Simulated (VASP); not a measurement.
Set up this calculation in VASP 6.6.1, as the native input.

* Task: relaxation of cell and atoms
* Functional: PBE
* Potentials or basis: VASP PAW PBE potentials, release 64 (Zr_sv)
* Cutoff: 600 eV
* k mesh: 10 × 10 × 10
* Occupations: gaussian, width 0.1 eV
* Spin: no spin polarisation
* Dipole correction: no
* Further INCAR settings: ALGO = Fast; EDIFF = 1e-06; IBRION = 2; EDIFFG = -0.015; NSW = 80; ISIF = 3

The structure of Zr lies in POSCAR:

```
Zr
1.0
    4.5264463626      0.0000000000      0.0000000000
    0.0000000000     -4.5264463626      0.0000000000
    0.0000000000      0.0000000000     -4.5264463626
Zr
4
Direct
    0.0000000000      0.5000000000      0.5000000000
    0.5000000000      0.0000000000      0.5000000000
    0.5000000000      0.5000000000      0.0000000000
    0.0000000000      0.0000000000      0.0000000000
```

This isn't the form of Zr at room conditions, which is hcp.

One way to write it, as run:

INCAR

```
PREC = Accurate
ENCUT = 600
EDIFF = 1E-6
ISMEAR = 0
SIGMA = 0.1
LREAL = F
LASPH = T
NELM = 100
ALGO = Fast
ISIF = 3
LWAVE = F
LCHARG = F
GGA = PE
IBRION = 2
NSW = 80
EDIFFG = -0.015
```

KPOINTS

```
Automatic mesh
0
Gamma
  10 10 10
```

Potentials or basis: VASP PAW PBE potentials, release 64 (Zr_sv).

Launch:

```sh
$ cat potpaw_PBE.64/Zr_sv/POTCAR > POTCAR
$ mpirun -np 1 vasp_std > vasp.out
```

Results of the run:

The pressure after relaxing is 0.1 GPa.

Caveat: the relaxation stopped at its first step, so nothing moved; the highest band is partly filled, so the run has too few bands.

Wall time 7.6 min on 1 thread of Intel Xeon 8259CL, on a shared host, peak memory 0.29 GiB.
